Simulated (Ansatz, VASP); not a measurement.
**One calculation of Ti, two programs**

```
CELL_PARAMETERS angstrom
3.25551 0.00000 0.00000
0.00000 3.25551 0.00000
0.00000 0.00000 24.76652
ATOMIC_POSITIONS crystal
Ti 0.50000 0.50000 0.30283
Ti 0.00000 0.00000 0.36855
Ti 0.50000 0.50000 0.43428
Ti 0.00000 0.00000 0.50000
Ti 0.50000 0.50000 0.56572
Ti 0.00000 0.00000 0.63145
Ti 0.50000 0.50000 0.69717
```

Alike in both runs: task single point; functional PBE; k mesh 11 × 11 × 1; no spin polarisation.

```csv
,VASP,Ansatz
version,VASP 6.6.1,Ansatz 0.2.0
potentials or method,"VASP PAW PBE potentials, release 64 (Ti_sv), cutoff 520 eV","scalar-relativistic, plane waves, PAW"
occupations,"methfessel-paxton of order 1, width 0.2 eV","cold, width 0.2 eV"
valence electrons in the cell,84,84
```

```csv
,VASP,Ansatz,Ansatz less VASP
gap on the k mesh at the Fermi level (eV),none,none,-
rms of the force components (eV/Å),0.194,0.189,-0.0041
```

Atom by atom the forces differ by 0.006 eV/Å (rms over components). A gap of «none» marks a metal or a gap that the smearing closes.
